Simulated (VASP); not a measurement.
# BAs (F-43m) in VASP: further runs, part 2 of 2

VASP 6.6.1.

## Step 4: Relaxation of cell and atoms, PBEsol

This run uses another cell than the first one, of 13.63 Å³/atom, 0.991 times its volume.

Contents of INCAR:

```
PREC = Accurate ; ENCUT = 600
EDIFF = 1E-7 ; ISMEAR = 0
SIGMA = 0.02 ; LREAL = F
LASPH = T ; NELM = 60
ALGO = Normal ; ISIF = 3
LWAVE = F ; LCHARG = F
GGA = PS ; IBRION = 2
NSW = 100 ; EDIFFG = -0.005
```

Contents of KPOINTS:

```
Automatic mesh
0
Gamma
  10 10 10
```

Contents of POSCAR:

```
BAs
1.0
    0.0000000000      2.3885000000      2.3885000000
    2.3885000000      0.0000000000      2.3885000000
    2.3885000000      2.3885000000      0.0000000000
B As
1 1
Direct
    0.0000000000      0.0000000000      0.0000000000
    0.2500000000      0.2500000000      0.2500000000
```

Potentials or basis: VASP PAW PBE potentials, release 64 (B, As).

Run with:

```
$ cat potpaw_PBE.64/B/POTCAR potpaw_PBE.64/As/POTCAR > POTCAR
$ mpirun -np 1 vasp_std > vasp.out
```

OUTCAR:

```text
PREC = Accurate
   ENCUT = 600
   EDIFF = 1E-7
   ISMEAR = 0
   LREAL = F
   LASPH = T
   NELM = 60
   ISIF = 3
   GGA = PS
   IBRION = 2
   NSW = 100
   EDIFFG = -0.005

 ion  position               nearest neighbor table
   1  0.000  0.000  0.000-   2 2.07   2 2.07   2 2.07   2 2.07
   2  0.250  0.250  0.250-   1 2.07   1 2.07   1 2.07   1 2.07

  LATTYP: Found a face centered cubic cell.
 ALAT       =     4.7770000000

  Lattice vectors:

 A1 = (   0.0000000000,   2.3885000000,   2.3885000000)
 A2 = (   2.3885000000,   0.0000000000,   2.3885000000)
 A3 = (   2.3885000000,   2.3885000000,   0.0000000000)

Analysis of symmetry for initial positions (statically):
=====================================================================
 Subroutine PRICEL returns:
 Original cell was already a primitive cell.

 Routine SETGRP: Setting up the symmetry group for a
 face centered cubic supercell.

 Subroutine GETGRP returns: Found 24 space group operations
 (whereof 24 operations were pure point group operations)
 out of a pool of 48 trial point group operations.

The static configuration has the point symmetry T_d .

Analysis of symmetry for dynamics (positions and initial velocities):
=====================================================================
 Subroutine PRICEL returns:
 Original cell was already a primitive cell.

 Routine SETGRP: Setting up the symmetry group for a
 face centered cubic supercell.

 Subroutine GETGRP returns: Found 24 space group operations
 (whereof 24 operations were pure point group operations)
 out of a pool of 48 trial point group operations.

The dynamic configuration has the point symmetry T_d .

 Subroutine INISYM returns: Found 24 space group operations
 (whereof 24 operations are pure point group operations),
 and found     1 'primitive' translations

----------------------------------------------------------------------------------------

[... 111 lines left out ...]
     AMIX     =   0.40;   BMIX     =  1.00
     AMIX_MAG =   1.60;   BMIX_MAG =  1.00
  volume/ion in A,a.u.               =      13.63        91.95
  Fermi-wavevector in a.u.,A,eV,Ry     =   1.088018  2.056057 16.106360  1.183784
  Thomas-Fermi vector in A             =   2.224191
   LORBIT       =      0    0 simple, 1 ext, 2 COOP (PROOUT), +10 PAW based schemes
   GGA     = PS    functional components
   LHFCALC =     F    Hartree Fock is set to
   AEXX    =    0.0000 exact exchange contribution
   IVDW    =     0    specifies the selected vdW correction
   LEPSILON=     F    determine dielectric tensor
   LRPA    =     F    only Hartree local field effects (RPA)
 conjugate gradient relaxation of ions
 non-spin polarized calculation
 Gauss-broadening in eV      SIGMA  =   0.02
  energy-cutoff  :      600.00
  volume of cell :       27.25
 maximum number of plane-waves:       941
   NGX = 13   NGY = 13   NGZ = 13

 number of electron       8.0000000 magnetization

 Free energy of the ion-electron system (eV)
  ---------------------------------------------------
  ext. energy  EPLUGINS =         0.00000000
  ---------------------------------------------------
  free energy    TOTEN  =       -12.20477752 eV

  energy without entropy =      -12.20477752  energy(sigma->0) =      -12.20477752

 E-fermi :   6.1591     XC(G=0): -10.7310

 val. band max:        6.0434888077   @ k =   0.0000   0.0000   0.0000
 cond. band min:       7.1198364605   @ k =   0.4000   0.4000   0.0000
 fundamental gap:      1.0763476528
 Fermi energy:         6.1590904673

 k-point     1 :       0.0000    0.0000    0.0000
  band No.  band energies     occupation
      1      -9.3931      2.00000
      2       6.0435      2.00000
      3       6.0435      2.00000
      4       6.0435      2.00000
      5       9.2834      0.00000
      6       9.2834      0.00000
      7       9.2834      0.00000
      8      10.7256      0.00000
[... 243 lines left out ...]
 k-point    24 :       0.4000    0.3000    0.0000
  band No.  band energies     occupation
      1      -6.7432      2.00000
      2      -0.4168      2.00000
      3       2.0340      2.00000
      4       2.5345      2.00000
      5       7.6502      0.00000
      6       9.3358      0.00000
      7      14.8455      0.00000
      8      15.0844      0.00000

 [... further k-points ...]
[... 5 lines left out ...]
  --------------------------------------------------------------------------------------
  -------------------------------------------------------------------------------------
  Total        0.0089441      0.0089441      0.0089441     -0.0000000     -0.0000000      0.0000000
  in kB        0.5258275      0.5258275      0.5258275     -0.0000000     -0.0000000      0.0000000
  external PRESSURE =       0.5258275 kB  Pullay stress =       0.0000000 kB

 VOLUME and BASIS-vectors are now :
 -----------------------------------------------------------------------------
  energy-cutoff  :      600.00
  volume of cell :       27.25
      direct lattice vectors                 reciprocal lattice vectors
     0.000000000  2.388500000  2.388500000    -0.209336404  0.209336404  0.209336404
     2.388500000  0.000000000  2.388500000     0.209336404 -0.209336404  0.209336404
     2.388500000  2.388500000  0.000000000     0.209336404  0.209336404 -0.209336404

 POSITION                                       TOTAL-FORCE (eV/Angst)
 -----------------------------------------------------------------------------------
      0.00000      0.00000      0.00000        -0.000000     -0.000000     -0.000000
      1.19425      1.19425      1.19425         0.000000      0.000000      0.000000
 -----------------------------------------------------------------------------------
    total drift:                               -0.000000     -0.000000     -0.000000

  FREE ENERGIE OF THE ION-ELECTRON SYSTEM (eV)
  ---------------------------------------------------
  free  energy   TOTEN  =       -12.2047775230 eV

  energy  without entropy=      -12.2047775230  energy(sigma->0) =      -12.20477752

 reached required accuracy - stopping structural energy minimisation
```

OSZICAR:

```text
N       E                     dE             d eps       ncg     rms          rms(c)
DAV:   1     0.125436837100E+02    0.12544E+02   -0.42056E+03   752   0.980E+02
DAV:   2    -0.124866728253E+02   -0.25030E+02   -0.24405E+02  1096   0.112E+02
DAV:   3    -0.128122556614E+02   -0.32558E+00   -0.32558E+00   872   0.171E+01
DAV:   4    -0.128127198722E+02   -0.46421E-03   -0.46421E-03  1144   0.675E-01
DAV:   5    -0.128127200231E+02   -0.15095E-06   -0.15095E-06   888   0.791E-03    0.484E+00
DAV:   6    -0.122827930805E+02    0.52993E+00   -0.15757E+00   768   0.639E+00    0.244E+00
DAV:   7    -0.122138761447E+02    0.68917E-01   -0.20215E-01  1064   0.266E+00    0.900E-01
DAV:   8    -0.122045813100E+02    0.92948E-02   -0.20537E-02   816   0.950E-01    0.109E-01
DAV:   9    -0.122047105157E+02   -0.12921E-03   -0.49942E-04   960   0.187E-01    0.587E-02
DAV:  10    -0.122047753614E+02   -0.64846E-04   -0.13482E-04   784   0.794E-02    0.137E-02
DAV:  11    -0.122047778384E+02   -0.24771E-05   -0.37929E-06  1136   0.172E-02    0.122E-02
DAV:  12    -0.122047775031E+02    0.33531E-06   -0.11869E-06   824   0.677E-03    0.148E-03
DAV:  13    -0.122047775230E+02   -0.19864E-07   -0.23581E-08   392   0.158E-03
   1 F= -.12204778E+02 E0= -.12204778E+02  d E =-.122048E+02
```

CONTCAR:

```text
BAs
   1.00000000000000
     0.0000000000000000    2.3885000000000001    2.3885000000000001
     2.3885000000000001    0.0000000000000000    2.3885000000000001
     2.3885000000000001    2.3885000000000001    0.0000000000000000
  B               As
     1     1
Direct
     0.0000000000000000    0.0000000000000000    0.0000000000000000
     0.2500000000000000    0.2500000000000000    0.2500000000000000

  0.00000000E+00  0.00000000E+00  0.00000000E+00
  0.00000000E+00  0.00000000E+00  0.00000000E+00
```

Run time: 8.6 s. Hardware: 1 thread of Intel Xeon Platinum 8559C (Emerald Rapids), shared host; peak memory 0.16 GiB.

What came out:

- Free energy: -12.2048 eV
- Pressure after relaxing: 0.1 GPa
- Band gap on the k mesh: 1.08 eV, indirect (least direct gap 3.24 eV)

Final structure:
```
B As
1.0
     0.00000    2.38850    2.38850
     2.38850    0.00000    2.38850
     2.38850    2.38850    0.00000
B As
1 1
Direct
  0.00000 0.00000 0.00000
  0.25000 0.25000 0.25000
```

Caveat: the relaxation stopped at its first step, so nothing moved; the PAW data sets were made with another functional, which shifts forces and pressure a little.

## Step 5: Single point, PBEsol

This run uses another cell than the first one, of 12.59 Å³/atom, 0.915 times its volume.

Contents of INCAR:

```
SYSTEM = BAs
  PREC = Accurate
  ENCUT = 520
  EDIFF = 1E-6
  ISMEAR = 0
  SIGMA = 0.01
  LREAL = .FALSE.
  LASPH = .TRUE.
  NELM = 80
  ALGO = Normal
  ISIF = 2
  LWAVE = .FALSE.
  LCHARG = .TRUE.
  GGA = PS
  LELF = .TRUE.
  LVHAR = .TRUE.
  NBANDS = 11
```

Contents of KPOINTS:

```
Automatic mesh
0
G
  10 10 10
  0 0 0
```

Contents of POSCAR:

```
BAs
1.0
    0.0000000000      2.3261623266      2.3261623266
    2.3261623266      0.0000000000      2.3261623266
    2.3261623266      2.3261623266      0.0000000000
B As
1 1
Direct
    0.0000000000      0.0000000000      0.0000000000
    0.7500000000      0.7500000000      0.7500000000
```

Run with:

```
$ cat potpaw_PBE.64/B/POTCAR potpaw_PBE.64/As/POTCAR > POTCAR
$ mpirun -np 1 vasp_std > vasp.out
```

Wall time 5.5 s (1 thread of Intel Xeon Platinum 8488C (Sapphire Rapids), shared host); peak memory 0.14 GiB.

Results (log left out):

* Free energy: -12.1228 eV
* Pressure: 13.2 GPa
* Band gap on the k mesh: 0.99 eV, indirect (least direct gap 3.34 eV)

Levels at points of the mesh, in eV from the valence-band top:
| k point | band 1 | band 2 | band 3 | band 4 | band 5 | band 6 | band 7 | band 8 | band 9 |
| --- | --- | --- | --- | --- | --- | --- | --- | --- | --- |
| (0.00, 0.00, 0.00) | -16.19 | 0.00 | 0.00 | 0.00 | 3.34 | 3.34 | 3.34 | 5.71 | 9.76 |
| (0.50, 0.00, 0.00) | -13.00 | -9.44 | -1.97 | -1.97 | 3.14 | 4.81 | 4.81 | 8.84 | 13.17 |
| (0.50, 0.50, 0.00) | -11.57 | -8.99 | -4.45 | -4.45 | 1.23 | 1.24 | 12.12 | 12.12 | 13.52 |

Caveat: the PAW data sets were made with another functional, which shifts forces and pressure a little.

## Step 6: Single point, PBEsol

This run uses another cell than the first one, of 13.55 Å³/atom, 0.985 times its volume.

Contents of INCAR:

```
SYSTEM = BAs
PREC = Accurate
ENCUT = 520
EDIFF = 1E-6
ISMEAR = 0
SIGMA = 0.02
LREAL = .False.
LASPH = .True.
NELM = 60
ALGO = Normal
ISIF = 2
LWAVE = .False.
LCHARG = .True.
GGA = PS
LELF = .True.
LVHAR = .True.
NBANDS = 11
```

Contents of KPOINTS:

```
regular mesh
0
Gamma
  10 10 10
  0 0 0
```

Contents of POSCAR:

```
BAs
1.0
    0.0000000000      2.3839379012      2.3839379012
    2.3839379012      0.0000000000      2.3839379012
    2.3839379012      2.3839379012      0.0000000000
B As
1 1
Direct
    0.0000000000      0.0000000000      0.0000000000
    0.7500000000      0.7500000000      0.7500000000
```

Potentials or basis: VASP PAW PBE potentials, release 64 (B, As).

Run with:

```
$ cat potpaw_PBE.64/B/POTCAR potpaw_PBE.64/As/POTCAR > POTCAR
$ mpirun -np 1 vasp_std > vasp.out
```

Run time: 9.4 s. Hardware: 1 thread of Intel Xeon Platinum 8488C (Sapphire Rapids), shared host; peak memory 0.16 GiB.

The run converged. Its results:

```
Free energy            : -12.2034 eV
Pressure               : 0.9 GPa
Band gap on the k mesh : 1.07 eV, indirect (least direct gap 3.25 eV)
```

Levels at points of the mesh, in eV from the valence-band top:
```
           k point  band 1  band 2  band 3  band 4  band 5  band 6  band 7  band 8  band 9
(0.00, 0.00, 0.00)  -15.49    0.00    0.00    0.00    3.25    3.25    3.25    4.75    9.37
(0.50, 0.00, 0.00)  -12.58   -8.88   -1.84   -1.84    2.69    4.73    4.73    8.72   12.60
(0.50, 0.50, 0.00)  -11.27   -8.57   -4.13   -4.13    1.31    1.33   11.40   11.40   12.83
```

Caveat: the PAW data sets were made with another functional, which shifts forces and pressure a little.

## Step 7: The runs side by side

| task | cell | cutoff (eV) | smearing | gap on the mesh (eV) | pressure (GPa) |
| --- | --- | --- | --- | --- | --- |
| single point | a = 3.388 Å, angles 60.0°, 2 atoms | 520 | gaussian 0.02 eV | 1.08 | -1.2 |
| single point | a = 3.401 Å, angles 60.0°, 2 atoms | 520 | gaussian 0.02 eV | 1.10 | -2.7 |
| relaxation of cell and atoms | relaxed from a = 3.378 Å, angles 60.0°, 2 atoms | 600 | gaussian 0.02 eV | 1.08 | 0.1 |
| single point | a = 3.290 Å, angles 60.0°, 2 atoms | 520 | gaussian 0.01 eV | 0.99 | 13.2 |
| single point | a = 3.371 Å, angles 60.0°, 2 atoms | 520 | gaussian 0.02 eV | 1.07 | 0.9 |

Alike in all rows: level PBEsol; potentials or basis VASP PAW PBE potentials, release 64 (B, As); no spin polarisation; k mesh 10 × 10 × 10.

Caveats: the PAW data sets were made with another functional, which shifts forces and pressure a little; the relaxation stopped at its first step, so nothing moved (some runs).

Total energies depend on the potentials used, so only differences within one code and one set of settings carry meaning.
